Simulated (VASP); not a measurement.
Wanted: the native input for a VASP 6.6.1 run.

| Item | Value |
| --- | --- |
| Task | single point |
| Functional | r2SCAN |
| Potentials or basis | VASP PAW PBE potentials, release 64 (Ba_sv, Hf_pv, O) |
| Cutoff | 520 eV |
| k mesh | 6 × 6 × 6 |
| Occupations | gaussian, width 0.01 eV |
| Spin | no spin polarisation |
| Dipole correction | no |
| Further INCAR settings | ALGO = Normal; EDIFF = 1e-06; NBANDS = 27 |

The system is BaHfO3.

```
Ba Hf O
1.0
     4.17706    0.00000    0.00000
     0.00000    4.17706    0.00000
     0.00000    0.00000    4.17706
Ba Hf O
1 1 3
Direct
  0.00000 0.00000 0.00000
  0.50000 0.50000 0.50000
  0.50000 0.50000 0.00000
  0.50000 0.00000 0.50000
  0.00000 0.50000 0.50000
```

These files were run (other wordings do the same):

POSCAR

```
BaHfO3
1.0
    4.1770587708      0.0000000000      0.0000000000
    0.0000000000      4.1770587708      0.0000000000
    0.0000000000      0.0000000000      4.1770587708
Ba Hf O
1 1 3
Direct
    0.0000000000      0.0000000000      0.0000000000
    0.5000000000      0.5000000000      0.5000000000
    0.5000000000      0.5000000000      0.0000000000
    0.5000000000      0.0000000000      0.5000000000
    0.0000000000      0.5000000000      0.5000000000
```

INCAR.step1

```
SYSTEM = BaHfO3
PREC = Accurate
ENCUT = 520
ISMEAR = 0
SIGMA = 0.01
LREAL = .FALSE.
LASPH = .TRUE.
NELM = 80
NBANDS = 27
GGA = PE
ALGO = Normal
EDIFF = 1E-4
LWAVE = .TRUE.
LCHARG = .FALSE.
```

INCAR.step2

```
SYSTEM = BaHfO3
PREC = Accurate
ENCUT = 520
EDIFF = 1E-6
ISMEAR = 0
SIGMA = 0.01
LREAL = .FALSE.
LASPH = .TRUE.
NELM = 80
ALGO = Normal
ISIF = 2
LWAVE = .FALSE.
LCHARG = .TRUE.
METAGGA = R2SCAN
LMIXTAU = .TRUE.
LELF = .TRUE.
LVHAR = .TRUE.
NBANDS = 27
ISTART = 1
```

KPOINTS

```
regular mesh
0
G
  6 6 6
  0 0 0
```

Potentials or basis: VASP PAW PBE potentials, release 64 (Ba_sv, Hf_pv, O).

Run with:

```console
$ cat potpaw_PBE.64/Ba_sv/POTCAR potpaw_PBE.64/Hf_pv/POTCAR potpaw_PBE.64/O/POTCAR > POTCAR
$ cp INCAR.step1 INCAR
$ mpirun -np 1 vasp_std > vasp.out
$ cp INCAR.step2 INCAR
$ mpirun -np 1 vasp_std > vasp.out
```

It gave:

- Pressure: -0.7 GPa
- Band gap on the k mesh: 4.11 eV (least direct gap 4.35 eV)

Caveat: the PAW data sets were made with another functional, which shifts forces and pressure a little; spin-orbit coupling is left out, which moves the levels of the heavy elements.

It took 2.3 min on 1 thread of Intel Xeon 8259CL, on a shared host, peak memory 0.21 GiB.
